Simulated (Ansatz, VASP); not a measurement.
# Ca in VASP and in Ansatz

Contents of INCAR:

```
PREC = Accurate ; ENCUT = 520
EDIFF = 1E-7 ; ISMEAR = -1
SIGMA = 0.05 ; LREAL = F
LASPH = T ; NELM = 100
ALGO = Normal ; ISIF = 2
LWAVE = F ; LCHARG = T
LELF = T ; LVHAR = T
NBANDS = 11
```

The input KPOINTS:

```
Automatic mesh
0
Gamma
  5 5 5
```

The input POSCAR:

```
Ca
1.0
   -2.2052049036      2.2052049036      2.1961148100
    2.2052049036     -2.2052049036      2.1961148100
    2.2052049036      2.2052049036     -2.1961148100
Ca
1
Direct
    0.5000000000      0.5000000000      0.0000000000
```

Contents of input.yaml:

```yaml
crystal:
  lattice:
    - [-2.2052049036, 2.2052049036, 2.19611481]
    - [2.2052049036, -2.2052049036, 2.19611481]
    - [2.2052049036, 2.2052049036, -2.19611481]
  atoms:
    - { symbol: Ca, position: [0.5, 0.5, 0.0] }
hamiltonian:
  xc: lda
  pseudopotentials: { kind: paw }
kpoints:
  mp_grid: { grid: [5, 5, 5] }
  band_path:
    path:
      - [[0.0, 0.0, 0.0], [0.0, 0.0, 0.5], [-0.5, 0.5, 0.5], [0.0, 0.0, 0.0], [0.4979431938, 0.4979431938, -0.4979431938], [0.25, 0.25, 0.25], [0.0, 0.5, 0.0], [-0.4979431938, 0.5020568062, 0.4979431938], [-0.5, 0.5, 0.5]]
      - [[0.0, 0.0, 0.5], [0.25, 0.25, 0.25]]
    npoints: 14
scf:
  occupations: { method: fermi_dirac, width: 0.05 }
  n_extra_bands: 6
output:
  forces: true
  stress: true
  eigenvalues: true
  fatbands: true
  write_density: true
  write_potential: true
  elf: true
  volumetric_format: npy
```

Alike in both runs: functional LDA; k mesh 5 × 5 × 5; occupations fermi-dirac, width 0.05 eV; no spin polarisation.

|  | VASP | Ansatz |
| --- | --- | --- |
| version | VASP 6.6.1 | Ansatz 0.2.0 |
| potentials or method | VASP PAW LDA potentials, release 64 (Ca_sv) | Ansatz PAW |
| plane-wave cutoff (eV) | 520 | 420 |
| valence electrons in the cell | 10 | 10 |
| task | single point | band structure |

|  | VASP | Ansatz | Ansatz less VASP |
| --- | --- | --- | --- |
| gap on the k mesh at the Fermi level (eV) | none | none | - |
| pressure (GPa) | -1.9 | -1.9 | 0.00 |

LDA's correlation is that of Perdew and Zunger in VASP and of Perdew and Wang (1992) in Ansatz. A gap of «none» marks a metal or a gap that the smearing closes.

The k mesh is coarse, so the values compare programs but aren't converged.
